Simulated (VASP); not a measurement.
Set up this calculation in VASP 6.6.1, as the native input.

- Task: single point
- Functional: PBE
- Potentials or basis: VASP PAW PBE potentials, release 64 (Ca_sv)
- Cutoff: 520 eV
- k mesh: 7 × 7 × 4
- Occupations: fermi-dirac, width 0.1 eV
- Spin: no spin polarisation
- Dipole correction: no
- Further INCAR settings: ALGO = Normal; EDIFF = 1e-06; NBANDS = 28

The structure of Ca lies in POSCAR:

```
Ca
1.0
    2.9455573819      0.0000000000      0.0000000000
   -1.4727786910      2.5509275210      0.0000000000
    0.0000000000      0.0000000000      9.6902201342
Ca
4
Direct
    0.0000000000      0.0000000000      0.0000000000
    0.0000000000      0.0000000000      0.5000000000
    0.3333333333      0.6666666667      0.2500000000
    0.6666666667      0.3333333333      0.7500000000
```

One way to write it, as run:

INCAR

```
SYSTEM = Ca
PREC = Accurate
ENCUT = 520
EDIFF = 1E-6
ISMEAR = -1
SIGMA = 0.1
LREAL = .False.
LASPH = .True.
NELM = 100
ALGO = Normal
ISIF = 2
LWAVE = .False.
LCHARG = .False.
GGA = PE
NBANDS = 28
```

KPOINTS

```
regular mesh
0
Gamma
  7 7 4
  0 0 0
```

Potentials or basis: VASP PAW PBE potentials, release 64 (Ca_sv).

The run is started by

```bash
$ cat potpaw_PBE.64/Ca_sv/POTCAR > POTCAR
$ mpirun -np 1 vasp_std > vasp.out
```

It gave:

* Pressure: 47.4 GPa
* Band gap on the k mesh: zero (band 20 reaches 6.82 eV, above the bottom of band 21 at 6.31 eV)

Run time: 25 s on 1 thread of Intel(R) Xeon(R) Platinum 8488C (Sapphire Rapids), with other jobs on the host, peak memory 0.2 GiB.
